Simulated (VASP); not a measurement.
# TaTe (Pm-3m) in VASP: further runs, part 2 of 2

VASP 6.6.1. The steps go on from the part before.

## (3) Vibrations by perturbation theory, PBE

INCAR reads:

```
SYSTEM = TaTe
ALGO     = Normal         ! electronic algorithm
EDIFF    = 1E-8           ! SCF threshold, eV
ENCUT    = 500            ! plane-wave cutoff, eV
GGA      = PE             ! functional
GGA_COMPAT= .False.      
IBRION   = 8              ! ionic algorithm
ISIF     = 2              ! what is computed and relaxed
ISMEAR   = -1             ! smearing method
LASPH    = .True.         ! aspherical terms in the spheres
LCHARG   = .False.        ! write CHGCAR
LREAL    = .False.        ! projectors in reciprocal space
LWAVE    = .False.        ! write WAVECAR
NELM     = 120            ! most SCF steps
NSW      = 1              ! ionic steps
PREC     = Accurate       ! precision mode
SIGMA    = 0.05           ! smearing width, eV
```

KPOINTS reads:

```
k-points
0
Gamma
  8 8 8
  0 0 0
```

POSCAR reads:

```
TaTe
1.0
    3.4200900000      0.0000000000      0.0000000000
    0.0000000000      3.4200900000      0.0000000000
    0.0000000000      0.0000000000      3.4200900000
Ta Te
1 1
Direct
    0.5000000000      0.5000000000      0.5000000000
    0.0000000000      0.0000000000      0.0000000000
```

Potentials or basis: VASP PAW PBE potentials, release 64 (Ta_pv, Te).

Launch:

```sh
cat potpaw_PBE.64/Ta_pv/POTCAR potpaw_PBE.64/Te/POTCAR > POTCAR
mpirun -np 1 vasp_std > vasp.out
```

OUTCAR:

```text
SYSTEM = TaTe
   EDIFF = 1E-8
   ENCUT = 500
   GGA = PE
   IBRION = 8
   ISIF = 2
   ISMEAR = -1
   LASPH = .True.
   LREAL = .False.
   NELM = 120
   NSW = 1
   PREC = Accurate

 ion  position               nearest neighbor table
   1  0.500  0.500  0.500-   2 2.96   2 2.96   2 2.96   2 2.96   2 2.96   2 2.96   2 2.96   2 2.96

   2  0.000  0.000  0.000-   1 2.96   1 2.96   1 2.96   1 2.96   1 2.96   1 2.96   1 2.96   1 2.96

  LATTYP: Found a simple cubic cell.
 ALAT       =     3.4200900000

  Lattice vectors:

 A1 = (   3.4200900000,   0.0000000000,   0.0000000000)
 A2 = (   0.0000000000,   3.4200900000,   0.0000000000)
 A3 = (   0.0000000000,   0.0000000000,   3.4200900000)

Analysis of symmetry for initial positions (statically):
=====================================================================
 Subroutine PRICEL returns:
[... 590 lines left out ...]

------------------------ aborting loop because EDIFF is reached ----------------------------------------

 INTERNAL STRAIN TENSOR  FOR ION    2  DIRECTION 1   (eV/Angst):
 -----------------------------------------------------------------------------
     0.00097 -0.00000 -0.00000
    -0.00000 -0.00326 -0.00000
    -0.00000 -0.00000 -0.00326

 INTERNAL STRAIN TENSOR FOR ION    2 for displacements in x,y,z  (eV/Angst):
          X           Y           Z          XY          YZ          ZX
  --------------------------------------------------------------------------------
  x     0.00000     0.00000     0.00000     0.00000     0.00000     0.00000
  y     0.00000     0.00000     0.00000     0.00000     0.00000     0.00000
  z     0.00000     0.00000     0.00000     0.00000     0.00000     0.00000

 SECOND DERIVATIVES (NOT SYMMETRIZED)
 ------------------------------------
               1X          1Y          1Z          2X          2Y          2Z
  1X    -4.035509    0.000000    0.000000    4.035509   -0.000000   -0.000000
  1Y     0.000000   -4.035509    0.000000   -0.000000    4.035509   -0.000000
  1Z    -0.000000   -0.000000   -4.035509    0.000000    0.000000    4.035509
  2X     4.027010    0.000000    0.000000   -4.027010   -0.000000   -0.000000
  2Y     0.000000    4.027010   -0.000000   -0.000000   -4.027010    0.000000
  2Z    -0.000000   -0.000000    4.027010    0.000000    0.000000   -4.027010

 Eigenvectors and eigenvalues of the dynamical matrix
 ----------------------------------------------------

   1 f  =    3.628196 THz    22.796627 2PiTHz  121.023590 cm-1    15.005006 meV
             X         Y         Z           dx          dy          dz
      1.710045  1.710045  1.710045     0.409623   -0.491161    0.070928
      0.000000  0.000000  0.000000    -0.487280    0.584276   -0.084375
[... 21 lines left out ...]
   6 f/i=    0.001884 THz     0.011836 2PiTHz    0.062836 cm-1     0.007791 meV
             X         Y         Z           dx          dy          dz
      1.710045  1.710045  1.710045    -0.634764   -0.334411    0.266801
      0.000000  0.000000  0.000000    -0.533603   -0.281117    0.224282

--------------------------------------------------------------------------------------------------------

 ELASTIC MODULI CONTR FROM IONIC RELAXATION (kBar)
 Direction    XX          YY          ZZ          XY          YZ          ZX
 --------------------------------------------------------------------------------
 XX           0.0000      0.0000      0.0000      0.0000      0.0000      0.0000
 YY           0.0000      0.0000      0.0000      0.0000      0.0000      0.0000
 ZZ           0.0000      0.0000      0.0000      0.0000      0.0000      0.0000
 XY           0.0000      0.0000      0.0000      0.0000      0.0000      0.0000
 YZ           0.0000      0.0000      0.0000      0.0000      0.0000      0.0000
 ZX           0.0000      0.0000      0.0000      0.0000      0.0000      0.0000
 --------------------------------------------------------------------------------
```

OSZICAR:

```text
N       E                     dE             d eps       ncg     rms          rms(c)
DAV:   1     0.872755880515E+02    0.87276E+02   -0.83477E+03   840   0.121E+03
DAV:   2    -0.117528165843E+02   -0.99028E+02   -0.95482E+02   968   0.289E+02
[... 42 lines left out ...]
RMM:   5    -0.412467203536E-01    0.33974E-05   -0.57048E-06  2974   0.163E-02    0.244E-03
RMM:   6    -0.412453800095E-01    0.13403E-05   -0.88519E-07  3217   0.557E-03    0.860E-04
RMM:   7    -0.412431640406E-01    0.22160E-05   -0.84158E-08  3099   0.135E-03    0.396E-04
RMM:   8    -0.412439189654E-01   -0.75492E-06   -0.41828E-08  3333   0.494E-04    0.163E-04
RMM:   9    -0.412440983584E-01   -0.17939E-06   -0.12118E-07  3166   0.190E-04    0.222E-05
RMM:  10    -0.412441015957E-01   -0.32373E-08   -0.38259E-08  3217   0.992E-05    0.178E-05
 Linear response finished
```

stdout:

```text
POSCAR found type information on POSCAR TaTe
 POSCAR found :  2 types and       2 ions
 scaLAPACK will be used
 LDA part: xc-table for (Slater+PW92), standard interpolation
 POSCAR, INCAR and KPOINTS ok, starting setup
 FFT: planning ... GRIDC
 FFT: planning ... GRID_SOFT
 FFT: planning ... GRID
 WAVECAR not read
 entering main loop
 Linear response reoptimize wavefunctions to high precision
 Linear response DOF=           2
 Linear response progress:
 first order change of Fermi-energy   0.74796E-03
 force on displaced ion       1 direction 1 :  -4.036   0.000  -0.000
 Linear response progress:
 first order change of Fermi-energy   0.37886E-03
 force on displaced ion       2 direction 1 :  -4.027   0.000  -0.000
 Linear response finished
```

Wall time 2.5 min (1 thread of Intel Xeon 8259CL, shared host); peak memory 0.25 GiB.

What came out:

| Item | Value |
| --- | --- |
| Highest phonon frequency at Γ, LO-TO splitting left out | 121 cm⁻¹ |

Phonon frequencies in cm⁻¹ (negative: imaginary):
| q point | frequencies |
| --- | --- |
| (0.000, 0.000, 0.000) | 0 0 0 121 121 121 |

Caveat: spin-orbit coupling is left out, which moves the levels of the heavy elements.

## (4) Elastic constants, PBE

INCAR reads:

```
SYSTEM = TaTe
PREC = Accurate
ENCUT = 500
EDIFF = 1E-8
ISMEAR = -1
SIGMA = 0.05
LREAL = .FALSE.
LASPH = .TRUE.
NELM = 120
ALGO = Normal
ISIF = 3
LWAVE = .FALSE.
LCHARG = .FALSE.
GGA = PE
NBANDS = 16
IBRION = 6
NFREE = 2
POTIM = 0.015
NSW = 1
GGA_COMPAT = .FALSE.
```

KPOINTS reads:

```
Automatic mesh
0
G
  6 6 6
  0 0 0
```

POSCAR is that of step 3.

Potentials or basis: VASP PAW PBE potentials, release 64 (Ta_pv, Te).

Launch:

```sh
cat potpaw_PBE.64/Ta_pv/POTCAR potpaw_PBE.64/Te/POTCAR > POTCAR
mpirun -np 1 vasp_std > vasp.out
```

OUTCAR:

```text
SYSTEM = TaTe
   PREC = Accurate
   ENCUT = 500
   EDIFF = 1E-8
   ISMEAR = -1
   LREAL = .FALSE.
   LASPH = .TRUE.
   NELM = 120
   ISIF = 3
   GGA = PE
   IBRION = 6
   NFREE = 2
   POTIM = 0.015
   NSW = 1

 ion  position               nearest neighbor table
   1  0.500  0.500  0.500-   2 2.96   2 2.96   2 2.96   2 2.96   2 2.96   2 2.96   2 2.96   2 2.96

   2  0.000  0.000  0.000-   1 2.96   1 2.96   1 2.96   1 2.96   1 2.96   1 2.96   1 2.96   1 2.96

  LATTYP: Found a simple cubic cell.
 ALAT       =     3.4200900000

  Lattice vectors:

 A1 = (   3.4200900000,   0.0000000000,   0.0000000000)
 A2 = (   0.0000000000,   3.4200900000,   0.0000000000)
 A3 = (   0.0000000000,   0.0000000000,   3.4200900000)

Analysis of symmetry for initial positions (statically):
=====================================================================
[... 874 lines left out ...]
  y     0.00000     0.00000     0.00000     0.00000     0.00000     0.00000
  z     0.00000     0.00000     0.00000     0.00000     0.00000     0.00000

 INTERNAL STRAIN TENSOR FOR ION    2 for displacements in x,y,z  (eV/Angst):
          X           Y           Z          XY          YZ          ZX
  --------------------------------------------------------------------------------
  x     0.00000     0.00000     0.00000     0.00000     0.00000     0.00000
  y     0.00000     0.00000     0.00000     0.00000     0.00000     0.00000
  z     0.00000     0.00000     0.00000     0.00000     0.00000     0.00000

 Eigenvectors and eigenvalues of the dynamical matrix
 ----------------------------------------------------

   1 f  =    3.494056 THz    21.953803 2PiTHz  116.549172 cm-1    14.450249 meV
             X         Y         Z           dx          dy          dz
      1.710045  1.710045  1.710045    -0.000000    0.643440    0.000000
      0.000000  0.000000  0.000000    -0.000000   -0.765496    0.000000
[... 21 lines left out ...]
   6 f/i=    0.001651 THz     0.010376 2PiTHz    0.055083 cm-1     0.006829 meV
             X         Y         Z           dx          dy          dz
      1.710045  1.710045  1.710045    -0.000000   -0.000000    0.765496
      0.000000  0.000000  0.000000     0.000000    0.000000    0.643440

--------------------------------------------------------------------------------------------------------

 ELASTIC MODULI CONTR FROM IONIC RELAXATION (kBar)
 Direction    XX          YY          ZZ          XY          YZ          ZX
 --------------------------------------------------------------------------------
 XX           0.0000      0.0000      0.0000      0.0000      0.0000      0.0000
 YY           0.0000      0.0000      0.0000      0.0000      0.0000      0.0000
 ZZ           0.0000      0.0000      0.0000      0.0000      0.0000      0.0000
 XY           0.0000      0.0000      0.0000      0.0000      0.0000      0.0000
 YZ           0.0000      0.0000      0.0000      0.0000      0.0000      0.0000
 ZX           0.0000      0.0000      0.0000      0.0000      0.0000      0.0000
 --------------------------------------------------------------------------------

 TOTAL ELASTIC MODULI (kBar)
 Direction    XX          YY          ZZ          XY          YZ          ZX
 --------------------------------------------------------------------------------
 XX        2410.2854   1006.6285   1006.6285      0.0000      0.0000     -0.0000
 YY        1006.6285   2410.2854   1006.6285      0.0000     -0.0000     -0.0000
 ZZ        1006.6285   1006.6285   2410.2854      0.0000     -0.0000      0.0000
 XY           0.0000      0.0000      0.0000    972.5227      0.0000      0.0000
 YZ           0.0000     -0.0000     -0.0000      0.0000    972.5227      0.0000
 ZX          -0.0000     -0.0000      0.0000      0.0000      0.0000    972.5227
 --------------------------------------------------------------------------------
```

OSZICAR:

```text
N       E                     dE             d eps       ncg     rms          rms(c)
DAV:   1     0.906081983705E+02    0.90608E+02   -0.78511E+03   640   0.912E+02
DAV:   2    -0.126718467738E+02   -0.10328E+03   -0.98214E+02   848   0.248E+02
[... 207 lines left out ...]
DAV:   2    -0.145431503900E+02   -0.53519E-03   -0.69436E-03  1496   0.452E-01    0.453E-02
DAV:   3    -0.145431420395E+02    0.83505E-05   -0.10089E-04  1536   0.720E-02    0.295E-02
DAV:   4    -0.145431444801E+02   -0.24405E-05   -0.70176E-06  1536   0.187E-02    0.185E-02
DAV:   5    -0.145431449868E+02   -0.50677E-06   -0.12125E-06  1496   0.998E-03    0.503E-03
DAV:   6    -0.145431450025E+02   -0.15690E-07   -0.97200E-08  1496   0.246E-03    0.232E-03
DAV:   7    -0.145431449972E+02    0.53110E-08   -0.68435E-09   744   0.865E-04
  17 F= -.14543145E+02 E0= -.14529258E+02  d E =-.277740E-01
```

It took 7.9 min on 1 thread of Intel Xeon 8259CL, shared host; peak memory 0.23 GiB.

Results:

| Quantity | Value |
| --- | --- |
| Elastic constants C11, C12, C44 | 241, 101, 97 GPa |
| Voigt bulk modulus | 147 GPa |
| Highest phonon frequency at Γ, LO-TO splitting left out | 117 cm⁻¹ |

Phonon frequencies in cm⁻¹ (negative: imaginary):
```tsv
q point	frequencies
(0.000, 0.000, 0.000)	0 0 0 117 117 117
```

Elastic tensor in Voigt notation (GPa, in the Cartesian axes of the cell as first typed):
```
241 101 101   0   0   0
101 241 101   0   0   0
101 101 241   0   0   0
  0   0   0  97   0   0
  0   0   0   0  97   0
  0   0   0   0   0  97
```

Clamped-ion elastic tensor (GPa):
```
241 101 101   0   0   0
101 241 101   0   0   0
101 101 241   0   0   0
  0   0   0  97   0   0
  0   0   0   0  97   0
  0   0   0   0   0  97
```

Caveat: spin-orbit coupling is left out, which moves the levels of the heavy elements.
